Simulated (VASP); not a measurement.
A run of VASP 6.6.1 is set up as follows.

INCAR

```
ALGO     = Normal         # electronic algorithm
EDIFF    = 1E-6           # SCF threshold, eV
ENCUT    = 520            # plane-wave cutoff, eV
GGA      = PS             # functional
ISIF     = 2              # what is computed and relaxed
ISMEAR   = 0              # smearing method
LASPH    = T              # aspherical terms in the spheres
LCHARG   = F              # write CHGCAR
LREAL    = F              # projectors in reciprocal space
LWAVE    = F              # write WAVECAR
NBANDS   = 16             # bands
NELM     = 80             # most SCF steps
PREC     = Accurate       # precision mode
SIGMA    = 0.15           # smearing width, eV
```

Contents of KPOINTS:

```
k-points
0
Gamma
  16 16 16
```

The input POSCAR:

```
AlRu
1.0
    2.9168100000      0.0000000000      0.0000000000
    0.0000000000      2.9168100000      0.0000000000
    0.0000000000      0.0000000000      2.9168100000
Al Ru
1 1
Direct
    0.0000000000      0.0000000000      0.0000000000
    0.5000000000      0.5000000000      0.5000000000
```

Potentials or basis: VASP PAW PBE potentials, release 64 (Al, Ru_pv).

Command:

```console
$ cat potpaw_PBE.64/Al/POTCAR potpaw_PBE.64/Ru_pv/POTCAR > POTCAR
$ mpirun -np 1 vasp_std > vasp.out
```

Estimate the pressure.

15.3 GPa.

Caveat: the cell differs from its parent crystal (strain -0.025 along x and y, -0.025 along z); the PAW data sets were made with another functional, which shifts forces and pressure a little.
